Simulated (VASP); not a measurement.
# Si6N in VASP: single point with PBE

Aim: the single point of Si6N with PBE.

Everything below comes from runs of VASP 6.6.1. Logs are shortened: lines on timing, memory, paths and dates and some standing lists are left out, and cuts for length are marked.

## (1) The cell of the first run

The cell holds a slab with vacuum, 7 atoms: a = 3.851 Å, b = 3.851 Å, c = 22.533 Å, α = 90.00°, β = 90.00°, γ = 120.00°.

## (2) Single point, PBE, collinear spin, ferromagnetic start

Input file INCAR:

```
SYSTEM = Si6N
ALGO = Normal
DIPOL = 0.5 0.5 0.364
EDIFF = 1E-6
ENCUT = 520
GGA = PE
IDIPOL = 3
ISIF = 2
ISMEAR = 0
ISPIN = 2
LASPH = .True.
LCHARG = .False.
LDIPOL = .True.
LORBIT = 11
LREAL = .False.
LWAVE = .False.
MAGMOM = 0 0 0 0 0 0 3
NBANDS = 28
NELM = 150
PREC = Accurate
SIGMA = 0.05
```

Input file KPOINTS:

```
k-points
0
Gamma
  9 9 1
  0 0 0
```

Input file POSCAR:

```
Si6N
1.0
    3.8512806261      0.0000000000      0.0000000000
   -1.9256403131      3.3353068593      0.0000000000
    0.0000000000      0.0000000000     22.5327139716
Si N
6 1
Direct
    0.6666666667      0.3333333333      0.1775196723
    0.3333333334      0.6666666667      0.2130730340
    0.3333333334      0.6666666667      0.3187592658
    0.6666666667      0.3333333333      0.3526875901
    0.6666666667      0.3333333333      0.4598337302
    0.3333333334      0.6666666667      0.4896309422
    0.5000000000      1.0000000000      0.5398314962
```

Potentials or basis: VASP PAW PBE potentials, release 64 (Si, N).

Launch:

```sh
$ cat potpaw_PBE.64/Si/POTCAR potpaw_PBE.64/N/POTCAR > POTCAR
$ mpirun -np 1 vasp_std > vasp.out
```

OUTCAR:

```text
SYSTEM = Si6N
   EDIFF = 1E-6
   ENCUT = 520
   GGA = PE
   ISIF = 2
   ISMEAR = 0
   ISPIN = 2
   LASPH = .True.
   LORBIT = 11
   LREAL = .False.
   NELM = 150
   PREC = Accurate

 ion  position               nearest neighbor table
   1  0.667  0.333  0.178-   2 2.36   2 2.36   2 2.36
   2  0.333  0.667  0.213-   1 2.36   1 2.36   1 2.36   3 2.38
   3  0.333  0.667  0.319-   4 2.35   4 2.35   4 2.35   2 2.38
   4  0.667  0.333  0.353-   3 2.35   3 2.35   3 2.35   5 2.41
   5  0.667  0.333  0.460-   7 2.12   6 2.32   6 2.32   6 2.32   4 2.41
   6  0.333  0.667  0.490-   7 1.59   5 2.32   5 2.32   5 2.32
   7  0.500  0.000  0.540-   6 1.59   5 2.12

  LATTYP: Found a hexagonal cell.
 ALAT       =     3.8512806261
 C/A-ratio  =     5.8507068581

  Lattice vectors:

 A1 = (   3.8512806261,   0.0000000000,   0.0000000000)
 A2 = (  -1.9256403131,   3.3353068593,   0.0000000000)
 A3 = (   0.0000000000,   0.0000000000,  22.5327139716)

Analysis of symmetry for initial positions (statically):
=====================================================================
 Subroutine PRICEL returns:
 Original cell was already a primitive cell.

 Routine SETGRP: Setting up the symmetry group for a
 hexagonal supercell.

 Subroutine GETGRP returns: Found  2 space group operations
 (whereof  2 operations were pure point group operations)
 out of a pool of 24 trial point group operations.

The static configuration has the point symmetry C_1h.

Analysis of symmetry for dynamics (positions and initial velocities):
=====================================================================
 Subroutine PRICEL returns:
 Original cell was already a primitive cell.

 Routine SETGRP: Setting up the symmetry group for a
 hexagonal supercell.

 Subroutine GETGRP returns: Found  2 space group operations
 (whereof  2 operations were pure point group operations)
 out of a pool of 24 trial point group operations.

The dynamic configuration has the point symmetry C_1h.

Analysis of structural, dynamic, and magnetic symmetry:
=====================================================================
 Subroutine PRICEL returns:
 Original cell was already a primitive cell.

 Routine SETGRP: Setting up the symmetry group for a
 hexagonal supercell.

 Subroutine GETGRP returns: Found  2 space group operations
 (whereof  2 operations were pure point group operations)
 out of a pool of 24 trial point group operations.

The overall configuration has the point symmetry C_1h.

 Subroutine INISYM returns: Found  2 space group operations
 (whereof  2 operations are pure point group operations),
 and found     1 'primitive' translations

----------------------------------------------------------------------------------------

                                     Primitive cell

  volume of cell :     289.4373

  direct lattice vectors                    reciprocal lattice vectors
     3.851280626  0.000000000  0.000000000     0.259653891  0.149911244  0.000000000
    -1.925640313  3.335306859  0.000000000     0.000000000  0.299822488  0.000000000
     0.000000000  0.000000000 22.532713972     0.000000000  0.000000000  0.044379918

  length of vectors
     3.851280626  3.851280626 22.532713972     0.299822488  0.299822488  0.044379918

  position of ions in fractional coordinates (direct lattice)
     0.666666667  0.333333333  0.177519672
     0.333333333  0.666666667  0.213073034
     0.333333333  0.666666667  0.318759266
     0.666666667  0.333333333  0.352687590
     0.666666667  0.333333333  0.459833730
     0.333333333  0.666666667  0.489630942
     0.500000000  0.000000000  0.539831496

  ion indices of the primitive-cell ions
   primitive index   ion index
                 1           1
                 2           2
                 3           3
                 4           4
                 5           5
                 6           6
                 7           7

----------------------------------------------------------------------------------------

 KPOINTS: k-points

Automatic generation of k-mesh.
 Grid dimensions read from file:
 generate k-points for:    9    9    1

 Generating k-lattice:

  Cartesian coordinates                     Fractional coordinates (reciprocal lattice)
     0.028850432  0.016656805  0.000000000     0.111111111  0.000000000  0.000000000
     0.000000000  0.033313610  0.000000000     0.000000000  0.111111111  0.000000000
     0.000000000  0.000000000  0.044379918     0.000000000  0.000000000  1.000000000

  Length of vectors
     0.033313610  0.033313610  0.044379918

  Shift w.r.t. Gamma in fractional coordinates (k-lattice)
     0.000000000  0.000000000  0.000000000

 Subroutine IBZKPT returns following result:
 ===========================================

 Found     25 irreducible k-points:

 Following reciprocal coordinates:
            Coordinates               Weight
  0.000000  0.000000  0.000000      1.000000
  0.111111  0.000000  0.000000      4.000000
  0.000000  0.111111  0.000000      2.000000
  0.222222  0.000000  0.000000      4.000000
  0.000000  0.222222  0.000000      2.000000
  0.333333  0.000000  0.000000      4.000000
[... 16 lines left out ...]
 -0.222222 -0.444444  0.000000      4.000000
  0.444444  0.333333  0.000000      4.000000
   k-points           NKPTS =     25   k-points in BZ     NKDIM =     25   number of bands    NBANDS=     28
   number of dos      NEDOS =    301   number of ions     NIONS =      7
   total plane-waves  NPLWV = 151200
   dimension x,y,z NGX =    30 NGY =   30 NGZ =  168
   dimension x,y,z NGXF=    60 NGYF=   60 NGZF=  336
   ions per type =               6   1
   NGX,Y,Z   is equivalent  to a cutoff of  12.95, 12.95, 12.40 a.u.
   NGXF,Y,Z  is equivalent  to a cutoff of  25.90, 25.90, 24.79 a.u.
 SYSTEM =  Si6N
   PREC   = accura    normal or accurate (medium, high low for compatibility)
   ISTART =      0    job   : 0-new  1-cont  2-samecut
   ICHARG =      2    charge: 1-file 2-atom 10-const
   ISPIN  =      2    spin polarized calculation?
   LNONCOLLINEAR =      F non collinear calculations
   LSORBIT =      F    spin-orbit coupling
   LASPH  =      T    aspherical Exc in radial PAW
   ENCUT  =  520.0 eV  38.22 Ry    6.18 a.u.   7.16  7.16 41.90*2*pi/ulx,y,z
   NELM   =    150;   NELMIN=  2; NELMDL= -5     # of ELM steps
   EDIFF  = 0.1E-05   stopping-criterion for ELM
   LREAL  =      F    real-space projection
   EDIFFG = 0.1E-04   stopping-criterion for IOM
   NSW    =      0    number of steps for IOM
   IBRION =     -1    ionic relax: 0-MD 1-quasi-New 2-CG
   NFREE  =      0    steps in history (QN), initial steepest desc. (CG)
   ISIF   =      2    stress and relaxation
   ISYM   =      2    0-nonsym 1-usesym 2-fastsym
   POTIM  = 0.5000    time-step for ionic-motion
   TEBEG  =    0.0;   TEEND  =   0.0 temperature during run
   PSTRESS=    0.0 pullay stress
   NELECT =      29.0000    total number of electrons
   NUPDOWN=      -1.0000    fix difference up-down
   EMIN   =  10.00;   EMAX   =-10.00  energy-range for DOS
   EFERMI =   0.00;   METHOD = LEGACY
   ISMEAR =     0;   SIGMA  =   0.05  broadening in eV -4-tet -1-fermi 0-gaus
   EFERMI_NEDOS =   21; number of points for ismear=-14 and -15
   IALGO  =     38    algorithm
   IMIX   =      4    mixing-type and parameters
     AMIX     =   0.40;   BMIX     =  1.00
     AMIX_MAG =   1.60;   BMIX_MAG =  1.00
  volume/ion in A,a.u.               =      41.35       279.03
  Fermi-wavevector in a.u.,A,eV,Ry     =   0.760366  1.436883  7.866296  0.578156
  Thomas-Fermi vector in A             =   1.859367
   LORBIT       =     11    0 simple, 1 ext, 2 COOP (PROOUT), +10 PAW based schemes
   GGA     = PE    functional components
   LHFCALC =     F    Hartree Fock is set to
   AEXX    =    0.0000 exact exchange contribution
   IVDW    =     0    specifies the selected vdW correction
   LEPSILON=     F    determine dielectric tensor
   LRPA    =     F    only Hartree local field effects (RPA)
 spin polarized calculation
 Gauss-broadening in eV      SIGMA  =   0.05
  energy-cutoff  :      520.00
  volume of cell :      289.44
 maximum number of plane-waves:      7845
 NGX is ok and might be reduce to    30
   NGX = 15   NGY = 15   NGZ = 83

 dipolmoment           0.000000      0.000000     -0.012070 electrons x Angstroem

 number of electron      29.0000000 magnetization       0.2268389

 number of electron      29.0000000 magnetization      -0.8903808

 dipolmoment           0.000000      0.000000      0.161075 electrons x Angstroem

 Free energy of the ion-electron system (eV)
  ---------------------------------------------------
  ext. energy  EPLUGINS =         0.00000000
  ---------------------------------------------------
  free energy    TOTEN  =       -36.73935609 eV

  energy without entropy =      -36.73692475  energy(sigma->0) =      -36.73814042

 E-fermi :  -0.8248     XC(G=0):  -4.7982

 val. band max:       -0.8315110880   @ k =   0.4444   0.1111   0.0000
 cond. band min:      -0.7569466273   @ k =   0.3333   0.3333   0.0000
 fundamental gap:      0.0745644606
 Fermi energy:        -0.8248430317

 spin component 1

 k-point     1 :       0.0000    0.0000    0.0000
  band No.  band energies     occupation
      1     -16.0281      1.00000
      2     -12.4504      1.00000
      3     -11.2220      1.00000
      4      -9.9797      1.00000
      5      -6.2639      1.00000
      6      -3.8948      1.00000
[... 18 lines left out ...]
     25       3.5807      0.00000
     26       4.1646      0.00000

 k-point     2 :       0.1111    0.0000    0.0000
  band No.  band energies     occupation
      1     -15.9821      1.00000
      2     -12.3120      1.00000
      3     -11.0872      1.00000
      4      -9.8779      1.00000
      5      -6.2301      1.00000
      6      -4.4624      1.00000
[... 630 lines left out ...]
 k-point    24 :       0.4444    0.3333    0.0000
  band No.  band energies     occupation
      1     -15.5683      1.00000
      2     -10.1443      1.00000
      3      -9.3218      1.00000
      4      -8.3198      1.00000
      5      -7.8400      1.00000
      6      -7.6944      1.00000
[... 18 lines left out ...]
     25       5.4547      0.00000
     26       5.9179      0.00000

 [... further k-points ...]

 spin component 2

 k-point     1 :       0.0000    0.0000    0.0000
  band No.  band energies     occupation
      1     -16.0860      1.00000
      2     -12.5432      1.00000
      3     -11.3794      1.00000
      4     -10.0428      1.00000
      5      -6.4844      1.00000
      6      -4.0294      1.00000
[... 18 lines left out ...]
     25       3.3444      0.00000
     26       4.0331      0.00000

 k-point     2 :       0.1111    0.0000    0.0000
  band No.  band energies     occupation
      1     -16.0405      1.00000
      2     -12.4045      1.00000
      3     -11.2441      1.00000
      4      -9.9419      1.00000
      5      -6.4456      1.00000
      6      -4.5140      1.00000
[... 630 lines left out ...]
 k-point    24 :       0.4444    0.3333    0.0000
  band No.  band energies     occupation
      1     -15.6323      1.00000
      2     -10.2318      1.00000
      3      -9.4125      1.00000
      4      -8.5206      1.00000
      5      -7.9312      1.00000
      6      -7.7522      1.00000
[... 18 lines left out ...]
     25       5.3616      0.00000
     26       5.7314      0.00000

 [... further k-points ...]

 [bands above 26 left out]

------------------------ aborting loop because EDIFF is reached ----------------------------------------

 vacuum level on the upper side and lower side of the slab       (xc-potential included)         1.107        -1.108

  FORCE on cell =-STRESS in cart. coord.  units (eV):
  Direction    XX          YY          ZZ          XY          YZ          ZX
  --------------------------------------------------------------------------------------
  -------------------------------------------------------------------------------------
  Total        1.7503081      5.9658304     -0.9314552     -0.0000000      5.5768396     -0.0000000
  in kB        9.6888138     33.0237980     -5.1560617     -0.0000000     30.8705433     -0.0000000
  external PRESSURE =      12.5188500 kB  Pullay stress =       0.0000000 kB

 VOLUME and BASIS-vectors are now :
 -----------------------------------------------------------------------------
  energy-cutoff  :      520.00
  volume of cell :      289.44
      direct lattice vectors                 reciprocal lattice vectors
     3.851280626  0.000000000  0.000000000     0.259653891  0.149911244  0.000000000
    -1.925640313  3.335306859  0.000000000     0.000000000  0.299822488  0.000000000
     0.000000000  0.000000000 22.532713972     0.000000000  0.000000000  0.044379918

 POSITION                                       TOTAL-FORCE (eV/Angst)
 -----------------------------------------------------------------------------------
      1.92564      1.11177      4.00000         0.000000     -0.002052      0.437942
      0.00000      2.22354      4.80111         0.000000     -0.062244     -0.622513
      0.00000      2.22354      7.18251        -0.000000      0.020897      0.005536
      1.92564      1.11177      7.94701         0.000000     -0.412935      0.300985
      1.92564      1.11177     10.36130        -0.000000      0.365030      1.242690
      0.00000      2.22354     11.03271         0.000000     -3.645074     -1.426970
      1.92564      0.00000     12.16387        -0.000000      3.736378      0.062330
 -----------------------------------------------------------------------------------
    total drift:                                0.000000      0.000091      0.000011

  FREE ENERGIE OF THE ION-ELECTRON SYSTEM (eV)
  ---------------------------------------------------
  free  energy   TOTEN  =       -36.7393560936 eV

  energy  without entropy=      -36.7369247495  energy(sigma->0) =      -36.73814042

 vacuum level on the upper side and lower side of the slab         6.197         3.927

 total charge

# of ion       s       p       d       tot
------------------------------------------
    1        0.795   0.845   0.000   1.640
    2        0.756   0.911   0.000   1.667
    3        0.763   0.916   0.000   1.679
    4        0.761   0.906   0.000   1.667
    5        0.754   0.911   0.000   1.665
    6        0.788   0.999   0.000   1.788
    7        1.325   2.304   0.000   3.629
--------------------------------------------------
tot          5.942   7.792   0.000  13.735

 magnetization (x)

# of ion       s       p       d       tot
------------------------------------------
    1       -0.033  -0.163   0.000  -0.196
    2       -0.003  -0.013   0.000  -0.016
    3       -0.008  -0.037   0.000  -0.045
    4       -0.003  -0.007   0.000  -0.010
    5       -0.002  -0.014   0.000  -0.016
    6       -0.000  -0.002   0.000  -0.003
    7       -0.001  -0.043   0.000  -0.044
--------------------------------------------------
tot         -0.051  -0.279   0.000  -0.330
```

It took 14 min on 1 thread of Intel Xeon Platinum 8259CL at 2.50GHz (Skylake/Cascade Lake), shared host; peak memory 0.68 GiB.

What came out:

```
Free energy                                           : -36.7394 eV
Largest force                                         : 3.914 eV/Å
Net moment                                            : -0.89 μB per cell
Site moments                                          : Si -0.20, -0.02, -0.04, -0.01, -0.00 (each value once); N -0.04 μB
Valence electrons inside the program's atomic spheres : Si 1.64, 1.67, 1.68, 1.79 (each value once); N 3.63
```

Forces on the atoms (eV/Å):
```
Si   0.000 -0.002  0.438
Si   0.000 -0.062 -0.623
Si   0.000  0.021  0.006
Si   0.000 -0.413  0.301
Si   0.000  0.365  1.243
Si   0.000 -3.645 -1.427
N    0.000  3.736  0.062
```

Levels at points of the mesh, in eV from the Fermi level:
Spin up:
| k point | band 10 | band 11 | band 12 | band 13 | band 14 | band 15 | band 16 | band 17 | band 18 | band 19 |
| --- | --- | --- | --- | --- | --- | --- | --- | --- | --- | --- |
| (0.00, 0.00, 0.00) | -1.28 | -1.11 | -0.66 | -0.17 | -0.07 | 0.16 | 1.19 | 1.51 | 2.33 | 2.61 |
Spin down:
| k point | band 13 | band 14 | band 15 | band 16 | band 17 | band 18 |
| --- | --- | --- | --- | --- | --- | --- |
| (0.00, 0.00, 0.00) | -0.44 | -0.27 | -0.17 | 1.07 | 1.37 | 2.27 |
